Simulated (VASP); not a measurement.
Write the native input for VASP 6.6.1 that does the following.

| Property | Result |
| --- | --- |
| Task | single point |
| Functional | LDA |
| Potentials or basis | VASP PAW LDA potentials, release 64 (Ba_sv, O) |
| Cutoff | 600 eV |
| k mesh | 4 × 4 × 4 |
| Occupations | gaussian, width 0.01 eV |
| Spin | no spin polarisation |
| Dipole correction | no |
| Further INCAR settings | ALGO = Normal; EDIFF = 1e-06; NBANDS = 15 |

The structure of BaO lies in POSCAR:

```
BaO
1.0
    0.0000000000      2.7500000000      2.7500000000
    2.7500000000      0.0000000000      2.7500000000
    2.7500000000      2.7500000000      0.0000000000
Ba O
1 1
Direct
    0.0000000000      0.0000000000      0.0000000000
    0.5000000000      0.5000000000      0.5000000000
```

One way to write it, as run:

INCAR

```
SYSTEM = BaO
  ALGO = Normal
  EDIFF = 1E-6
  ENCUT = 600
  GGA = CA
  GGA_COMPAT = .False.
  ISIF = 2
  ISMEAR = 0
  LASPH = .True.
  LCHARG = .True.
  LELF = .True.
  LREAL = .False.
  LVHAR = .True.
  LWAVE = .False.
  NBANDS = 15
  NELM = 120
  PREC = Accurate
  SIGMA = 0.01
```

KPOINTS

```
k-points
0
Gamma
  4 4 4
  0 0 0
```

Potentials or basis: VASP PAW LDA potentials, release 64 (Ba_sv, O).

Launch:

```bash
$ cat potpaw_LDA.64/Ba_sv/POTCAR potpaw_LDA.64/O/POTCAR > POTCAR
$ mpirun -np 1 vasp_std > vasp.out
```

It gave:

| Item | Value |
| --- | --- |
| Pressure | -0.9 GPa |
| Band gap on the k mesh | 1.74 eV, direct |

Caveat: the k points lie up to 0.49 Å⁻¹ apart; spin-orbit coupling is left out, which moves the levels of the heavy elements.

It took 16 s on 1 thread of Intel Xeon 8259CL, with other jobs on the host, peak memory 0.15 GiB.
